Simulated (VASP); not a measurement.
# S (P6_3/mmc) in VASP: further runs

S is run at these levels: PBE; tasks: single point.

Program: VASP 6.6.1. These are calculated values, not measurements. Logs are shortened: lines on timing, memory, paths and dates and some standing lists are left out, and cuts for length are marked.

### 1 The cell of the first run

The structure is hexagonal, space group P6_3/mmc (No. 194). The conventional cell has a = 2.775 Å, b = 2.775 Å, c = 3.415 Å, α = 90.00°, β = 90.00°, γ = 120.00°. Within 3.1 Å of S (site symmetry -6m2) lie 12 S at 2.34 to 2.77 Å.

This isn't the form of S at room conditions, which is orthorhombic, of S8 rings.

### 2 Single point, PBE

INCAR

```
PREC     = Accurate       # precision mode
ENCUT    = 520            # plane-wave cutoff, eV
EDIFF    = 1E-6           # SCF threshold, eV
ISMEAR   = -1             # smearing method
SIGMA    = 0.08           # smearing width, eV
LREAL    = False          # projectors in reciprocal space
LASPH    = True           # aspherical terms in the spheres
NELM     = 80             # most SCF steps
ALGO     = Normal         # electronic algorithm
ISIF     = 2              # what is computed and relaxed
LWAVE    = False          # write WAVECAR
LCHARG   = False          # write CHGCAR
GGA      = PE             # functional
NBANDS   = 13             # bands
```

KPOINTS

```
regular mesh
0
Gamma
  17 17 9
```

POSCAR

```
S
1.0
    2.7749530715      0.0000000000      0.0000000000
   -1.3874765358      2.4031798542      0.0000000000
    0.0000000000      0.0000000000      3.4153049317
S
2
Direct
    0.3333333333      0.6666666667      0.2500000000
    0.6666666667      0.3333333333      0.7500000000
```

Potentials or basis: VASP PAW PBE potentials, release 64 (S).

Started as:

```
cat potpaw_PBE.64/S/POTCAR > POTCAR
mpirun -np 1 vasp_std > vasp.out
```

OUTCAR:

```text
PREC = Accurate
   ENCUT = 520
   EDIFF = 1E-6
   ISMEAR = -1
   LREAL = False
   LASPH = True
   NELM = 80
   ISIF = 2
   GGA = PE

 ion  position               nearest neighbor table
   1  0.333  0.667  0.250-   2 2.34   2 2.34   2 2.34   2 2.34   2 2.34   2 2.34
   2  0.667  0.333  0.750-   1 2.34   1 2.34   1 2.34   1 2.34   1 2.34   1 2.34

  LATTYP: Found a hexagonal cell.
 ALAT       =     2.7749530715
 C/A-ratio  =     1.2307613295

  Lattice vectors:

 A1 = (   2.7749530715,   0.0000000000,   0.0000000000)
 A2 = (  -1.3874765358,   2.4031798542,   0.0000000000)
 A3 = (   0.0000000000,   0.0000000000,   3.4153049317)

Analysis of symmetry for initial positions (statically):
=====================================================================
 Subroutine PRICEL returns:
 Original cell was already a primitive cell.

 Routine SETGRP: Setting up the symmetry group for a
 hexagonal supercell.

 Subroutine GETGRP returns: Found 24 space group operations
 (whereof 12 operations were pure point group operations)
 out of a pool of 24 trial point group operations.

The static configuration has the point symmetry D_3d.
 The point group associated with its full space group is D_6h.

Analysis of symmetry for dynamics (positions and initial velocities):
=====================================================================
 Subroutine PRICEL returns:
 Original cell was already a primitive cell.

 Routine SETGRP: Setting up the symmetry group for a
 hexagonal supercell.

 Subroutine GETGRP returns: Found 24 space group operations
 (whereof 12 operations were pure point group operations)
 out of a pool of 24 trial point group operations.

The dynamic configuration has the point symmetry D_3d.
 The point group associated with its full space group is D_6h.

 Subroutine INISYM returns: Found 24 space group operations
 (whereof 12 operations are pure point group operations),
 and found     1 'primitive' translations

----------------------------------------------------------------------------------------

                                     Primitive cell

  volume of cell :      22.7757

  direct lattice vectors                    reciprocal lattice vectors
     2.774953072  0.000000000  0.000000000     0.360366455  0.208057670  0.000000000
    -1.387476536  2.403179854  0.000000000     0.000000000  0.416115339  0.000000000
     0.000000000  0.000000000  3.415304932     0.000000000  0.000000000  0.292799624

  length of vectors
     2.774953072  2.774953072  3.415304932     0.416115339  0.416115339  0.292799624

  position of ions in fractional coordinates (direct lattice)
     0.333333333  0.666666667  0.250000000
     0.666666667  0.333333333  0.750000000

  ion indices of the primitive-cell ions
   primitive index   ion index
                 1           1
                 2           2

----------------------------------------------------------------------------------------

 KPOINTS: regular mesh

Automatic generation of k-mesh.
 Grid dimensions read from file:
 generate k-points for:   17   17    9

 Generating k-lattice:

  Cartesian coordinates                     Fractional coordinates (reciprocal lattice)
     0.021198027  0.012238686  0.000000000     0.058823529  0.000000000  0.000000000
     0.000000000  0.024477373  0.000000000     0.000000000  0.058823529  0.000000000
     0.000000000  0.000000000  0.032533292     0.000000000  0.000000000  0.111111111

  Length of vectors
     0.024477373  0.024477373  0.032533292

  Shift w.r.t. Gamma in fractional coordinates (k-lattice)
     0.000000000  0.000000000  0.000000000

 Subroutine IBZKPT returns following result:
 ===========================================

 Found    165 irreducible k-points:

 Following reciprocal coordinates:
            Coordinates               Weight
  0.000000  0.000000  0.000000      1.000000
  0.058824  0.000000  0.000000      6.000000
  0.117647  0.000000  0.000000      6.000000
  0.176471  0.000000  0.000000      6.000000
  0.235294  0.000000  0.000000      6.000000
  0.294118  0.000000  0.000000      6.000000
[... 16 lines left out ...]
  0.411765  0.117647  0.000000     12.000000
  0.176471  0.176471  0.000000      6.000000
 [... further k-points ...]
   k-points           NKPTS =    165   k-points in BZ     NKDIM =    165   number of bands    NBANDS=     13
   number of dos      NEDOS =    301   number of ions     NIONS =      2
   total plane-waves  NPLWV =  16128
   dimension x,y,z NGX =    24 NGY =   24 NGZ =   28
   dimension x,y,z NGXF=    48 NGYF=   48 NGZF=   56
   ions per type =               2
   NGX,Y,Z   is equivalent  to a cutoff of  14.38, 14.38, 13.63 a.u.
   NGXF,Y,Z  is equivalent  to a cutoff of  28.76, 28.76, 27.26 a.u.
 SYSTEM =  unknown system
   PREC   = accura    normal or accurate (medium, high low for compatibility)
   ISTART =      0    job   : 0-new  1-cont  2-samecut
   ICHARG =      2    charge: 1-file 2-atom 10-const
   ISPIN  =      1    spin polarized calculation?
   LNONCOLLINEAR =      F non collinear calculations
   LSORBIT =      F    spin-orbit coupling
   LASPH  =      T    aspherical Exc in radial PAW
   ENCUT  =  520.0 eV  38.22 Ry    6.18 a.u.   5.16  5.16  6.35*2*pi/ulx,y,z
   NELM   =     80;   NELMIN=  2; NELMDL= -5     # of ELM steps
   EDIFF  = 0.1E-05   stopping-criterion for ELM
   LREAL  =      F    real-space projection
[... 7 lines left out ...]
   TEBEG  =    0.0;   TEEND  =   0.0 temperature during run
   PSTRESS=    0.0 pullay stress
   NELECT =      12.0000    total number of electrons
   NUPDOWN=      -1.0000    fix difference up-down
   EMIN   =  10.00;   EMAX   =-10.00  energy-range for DOS
   EFERMI =   0.00;   METHOD = LEGACY
   ISMEAR =    -1;   SIGMA  =   0.08  broadening in eV -4-tet -1-fermi 0-gaus
   EFERMI_NEDOS =   21; number of points for ismear=-14 and -15
   IALGO  =     38    algorithm
   IMIX   =      4    mixing-type and parameters
     AMIX     =   0.40;   BMIX     =  1.00
     AMIX_MAG =   1.60;   BMIX_MAG =  1.00
  volume/ion in A,a.u.               =      11.39        76.85
  Fermi-wavevector in a.u.,A,eV,Ry     =   1.322244  2.498678 23.787445  1.748328
  Thomas-Fermi vector in A             =   2.451939
   LORBIT       =      0    0 simple, 1 ext, 2 COOP (PROOUT), +10 PAW based schemes
   GGA     = PE    functional components
   LHFCALC =     F    Hartree Fock is set to
   AEXX    =    0.0000 exact exchange contribution
   IVDW    =     0    specifies the selected vdW correction
   LEPSILON=     F    determine dielectric tensor
   LRPA    =     F    only Hartree local field effects (RPA)
 non-spin polarized calculation
  energy-cutoff  :      520.00
  volume of cell :       22.78
 maximum number of plane-waves:       625
 NGX is ok and might be reduce to    24
   NGX = 11   NGY = 11   NGZ = 13

 number of electron      11.9999999 magnetization

 Free energy of the ion-electron system (eV)
  ---------------------------------------------------
  ext. energy  EPLUGINS =         0.00000000
  ---------------------------------------------------
  free energy    TOTEN  =        -5.06805819 eV

  energy without entropy =       -5.05275331  energy(sigma->0) =       -5.06040575

 E-fermi :  13.3103     XC(G=0): -12.7166

 val. band max:       13.2982466918   @ k =   0.4118   0.0588   0.1111
 cond. band min:      13.3277440713   @ k =   0.3529   0.1176   0.2222
 fundamental gap:      0.0294973795
 Fermi energy:        13.3102746635

 k-point     1 :       0.0000    0.0000    0.0000
  band No.  band energies     occupation
      1      -7.9363      2.00000
      2       3.4516      2.00000
      3       3.6540      2.00000
      4      11.8679      2.00000
      5      11.8679      2.00000
      6      15.6102      0.00000
      7      15.6102      0.00000
      8      18.0817      0.00000
      9      20.4010      0.00000
     10      24.5859      0.00000
     11      24.5859      0.00000
     12      24.5922      0.00000
     13      25.6408      0.00000

 k-point     2 :       0.0588    0.0000    0.0000
  band No.  band energies     occupation
      1      -7.8569      2.00000
      2       3.4928      2.00000
      3       3.7276      2.00000
      4      11.2299      2.00000
      5      11.6383      2.00000
      6      15.4735      0.00000
      7      15.8378      0.00000
      8      18.5843      0.00000
      9      19.9458      0.00000
     10      23.5737      0.00000
     11      24.5390      0.00000
     12      25.4186      0.00000
     13      25.7109      0.00000

 k-point     3 :       0.1176    0.0000    0.0000
  band No.  band energies     occupation
      1      -7.6193      2.00000
      2       3.5966      2.00000
      3       3.9480      2.00000
      4       9.8457      2.00000
      5      11.1037      2.00000
      6      14.9817      0.00000
      7      16.3350      0.00000
      8      18.8410      0.00000
      9      19.6333      0.00000
     10      22.5797      0.00000
     11      24.5555      0.00000
     12      24.8788      0.00000
     13      26.1781      0.00000

 k-point     4 :       0.1765    0.0000    0.0000
  band No.  band energies     occupation
      1      -7.2255      2.00000
      2       3.6792      2.00000
      3       4.3124      2.00000
      4       8.3503      2.00000
      5      10.4828      2.00000
      6      14.2758      0.00001
      7      16.8114      0.00000
      8      17.4418      0.00000
      9      19.7578      0.00000
     10      22.6860      0.00000
     11      24.2279      0.00000
     12      24.8926      0.00000
     13      26.0494      0.00000

 k-point     5 :       0.2353    0.0000    0.0000
  band No.  band energies     occupation
      1      -6.6796      2.00000
      2       3.5003      2.00000
      3       4.8157      2.00000
      4       7.2003      2.00000
      5       9.8935      2.00000
      6      13.5114      0.14982
      7      15.9399      0.00000
      8      17.1077      0.00000
      9      18.6448      0.00000
     10      23.5973      0.00000
     11      24.1073      0.00000
     12      25.5594      0.00000
     13      25.6921      0.00000
[... 257 lines left out ...]
 k-point    22 :       0.3529    0.1176    0.0000
  band No.  band energies     occupation
      1      -4.0503      2.00000
      2       0.3026      2.00000
      3       6.3557      2.00000
      4       7.1798      2.00000
      5       8.6013      2.00000
      6      11.6940      2.00000
      7      11.8819      2.00000
      8      16.1509      0.00000
      9      17.2283      0.00000
     10      20.0558      0.00000
     11      25.7896      0.00000
     12      27.0786      0.00000
     13      28.7682      0.00000

 k-point    23 :       0.4118    0.1176    0.0000
  band No.  band energies     occupation
      1      -3.2578      2.00000
      2      -0.6824      2.00000
      3       6.2260      2.00000
      4       7.8201      2.00000
      5       9.2348      2.00000
      6      10.8432      2.00000
      7      11.0342      2.00000
      8      16.0910      0.00000
      9      16.9547      0.00000
     10      19.8441      0.00000
     11      26.6699      0.00000
     12      26.9616      0.00000
     13      29.2585      0.00000

 k-point    24 :       0.1765    0.1765    0.0000
  band No.  band energies     occupation
      1      -5.8344      2.00000
      2       2.8839      2.00000
      3       5.5922      2.00000
      4       7.1062      2.00000
      5       7.4120      2.00000
      6      14.4146      0.00000
      7      14.5284      0.00000
      8      15.7936      0.00000
      9      20.2966      0.00000
     10      20.7966      0.00000
     11      20.8537      0.00000
     12      28.6339      0.00000
     13      29.2926      0.00000

 [... further k-points ...]
[... 5 lines left out ...]
  --------------------------------------------------------------------------------------
  -------------------------------------------------------------------------------------
  Total        8.1534193      8.1534193      8.1400117     -0.0000000      0.0000000      0.0000000
  in kB      573.5601308    573.5601308    572.6169648     -0.0000000      0.0000000      0.0000000
  external PRESSURE =     573.2457421 kB  Pullay stress =       0.0000000 kB

 VOLUME and BASIS-vectors are now :
 -----------------------------------------------------------------------------
  energy-cutoff  :      520.00
  volume of cell :       22.78
      direct lattice vectors                 reciprocal lattice vectors
     2.774953072  0.000000000  0.000000000     0.360366455  0.208057670  0.000000000
    -1.387476536  2.403179854  0.000000000     0.000000000  0.416115339  0.000000000
     0.000000000  0.000000000  3.415304932     0.000000000  0.000000000  0.292799624

 POSITION                                       TOTAL-FORCE (eV/Angst)
 -----------------------------------------------------------------------------------
     -0.00000      1.60212      0.85383         0.000000     -0.000000      0.000000
      1.38748      0.80106      2.56148         0.000000      0.000000      0.000000
 -----------------------------------------------------------------------------------
    total drift:                                0.000000     -0.000000      0.000000

  FREE ENERGIE OF THE ION-ELECTRON SYSTEM (eV)
  ---------------------------------------------------
  free  energy   TOTEN  =        -5.0680581926 eV

  energy  without entropy=       -5.0527533149  energy(sigma->0) =       -5.06040575
```

It took 13 s on 1 thread of Intel Xeon 6975P-C (Granite Rapids), shared host; peak memory 0.16 GiB.

What came out:

```yaml
Free_energy: -5.0681 eV
Pressure: 57.3 GPa
Band_gap_on_the_k_mesh: zero (bands 6 and 7 overlap by 4.86 eV)
```

Stress tensor (GPa, compression positive):
```
57.36  0.00  0.00
 0.00 57.36  0.00
 0.00  0.00 57.26
```

Caveat: the cell stands under pressure.

### 3 Single point, PBE

INCAR

```
SYSTEM = S
PREC = Accurate
ENCUT = 520
EDIFF = 1E-6
ISMEAR = -1
SIGMA = 0.08
LREAL = .False.
LASPH = .True.
NELM = 80
ALGO = Normal
ISIF = 2
LWAVE = .False.
LCHARG = .False.
GGA = PE
NBANDS = 13
```

KPOINTS

```
Automatic mesh
0
Gamma
  17 17 9
  0 0 0
```

POSCAR

```
S
1.0
    2.7757298793      0.0000000000      0.0000000000
   -1.3878649397      2.4038525895      0.0000000000
    0.0000000000      0.0000000000      3.4154581951
S
2
Direct
    0.3333333333      0.6666666667      0.2500000000
    0.6666666667      0.3333333333      0.7500000000
```

Potentials or basis: VASP PAW PBE potentials, release 64 (S).

Started as:

```
cat potpaw_PBE.64/S/POTCAR > POTCAR
mpirun -np 1 vasp_std > vasp.out
```

OUTCAR:

```text
SYSTEM = S
   PREC = Accurate
   ENCUT = 520
   EDIFF = 1E-6
   ISMEAR = -1
   LREAL = .False.
   LASPH = .True.
   NELM = 80
   ISIF = 2
   GGA = PE

 ion  position               nearest neighbor table
   1  0.333  0.667  0.250-   2 2.34   2 2.34   2 2.34   2 2.34   2 2.34   2 2.34
   2  0.667  0.333  0.750-   1 2.34   1 2.34   1 2.34   1 2.34   1 2.34   1 2.34

  LATTYP: Found a hexagonal cell.
 ALAT       =     2.7757298793
 C/A-ratio  =     1.2304721077

  Lattice vectors:

 A1 = (   2.7757298793,   0.0000000000,   0.0000000000)
 A2 = (  -1.3878649397,   2.4038525895,   0.0000000000)
 A3 = (   0.0000000000,   0.0000000000,   3.4154581951)

Analysis of symmetry for initial positions (statically):
=====================================================================
 Subroutine PRICEL returns:
 Original cell was already a primitive cell.

 Routine SETGRP: Setting up the symmetry group for a
 hexagonal supercell.

 Subroutine GETGRP returns: Found 24 space group operations
 (whereof 12 operations were pure point group operations)
 out of a pool of 24 trial point group operations.

The static configuration has the point symmetry D_3d.
 The point group associated with its full space group is D_6h.

[... 169 lines left out ...]
  band No.  band energies     occupation
      1      -7.9396      2.00000
      2       3.4441      2.00000
      3       3.6502      2.00000
      4      11.8534      2.00000
      5      11.8534      2.00000
      6      15.5955      0.00000
      7      15.5955      0.00000
      8      18.0662      0.00000
      9      20.3830      0.00000
     10      24.5729      0.00000
     11      24.5729      0.00000
     12      24.5777      0.00000
     13      25.6274      0.00000
[... 354 lines left out ...]
  band No.  band energies     occupation
      1      -5.8392      2.00000
      2       2.8720      2.00000
      3       5.5871      2.00000
      4       7.0969      2.00000
      5       7.4062      2.00000
      6      14.4030      0.00000
      7      14.5147      0.00000
      8      15.7806      0.00000
      9      20.2846      0.00000
     10      20.7874      0.00000
     11      20.8404      0.00000
     12      28.6180      0.00000
     13      29.2754      0.00000

 [... further k-points ...]
[... 5 lines left out ...]
  --------------------------------------------------------------------------------------
  -------------------------------------------------------------------------------------
  Total        8.1364840      8.1364840      8.1236565     -0.0000000      0.0000000      0.0000000
  in kB      572.0228157    572.0228157    571.1209988     -0.0000000      0.0000000      0.0000000
  external PRESSURE =     571.7222100 kB  Pullay stress =       0.0000000 kB

 VOLUME and BASIS-vectors are now :
 -----------------------------------------------------------------------------
  energy-cutoff  :      520.00
  volume of cell :       22.79
      direct lattice vectors                 reciprocal lattice vectors
     2.775729879  0.000000000  0.000000000     0.360265603  0.207999443  0.000000000
    -1.387864940  2.403852590  0.000000000     0.000000000  0.415998886  0.000000000
     0.000000000  0.000000000  3.415458195     0.000000000  0.000000000  0.292786485

 POSITION                                       TOTAL-FORCE (eV/Angst)
 -----------------------------------------------------------------------------------
     -0.00000      1.60257      0.85386        -0.000000      0.000000      0.000000
      1.38786      0.80128      2.56159         0.000000      0.000000      0.000000
 -----------------------------------------------------------------------------------
    total drift:                                0.000000     -0.000000      0.000000

  FREE ENERGIE OF THE ION-ELECTRON SYSTEM (eV)
  ---------------------------------------------------
  free  energy   TOTEN  =        -5.0729896948 eV

  energy  without entropy=       -5.0576242828  energy(sigma->0) =       -5.06530699
```

stdout:

```text
POSCAR found type information on POSCAR S
 POSCAR found :  1 types and       2 ions
 scaLAPACK will be used
 LDA part: xc-table for (Slater+PW92), standard interpolation
 POSCAR, INCAR and KPOINTS ok, starting setup
 FFT: planning ... GRIDC
 FFT: planning ... GRID_SOFT
 FFT: planning ... GRID
 WAVECAR not read
 entering main loop
```

Run time: 12 s. Hardware: 1 thread of Intel Xeon 6975P-C (Granite Rapids), shared host; peak memory 0.16 GiB.

What came out:

```
Free energy            : -5.0730 eV
Pressure               : 57.2 GPa
Band gap on the k mesh : zero (bands 6 and 7 overlap by 4.86 eV)
```

Levels at points of the mesh, in eV from the Fermi level:
```csv
k point,band 3,band 4,band 5,band 6,band 7,band 8,band 9,band 10
"(0.00, 0.00, 0.00)",-9.65,-1.45,-1.45,2.30,2.30,4.77,7.08,11.27
```

Caveat: the cell stands under pressure.

The gap in the log of VASP goes by the Fermi energy; the results here count the filled bands.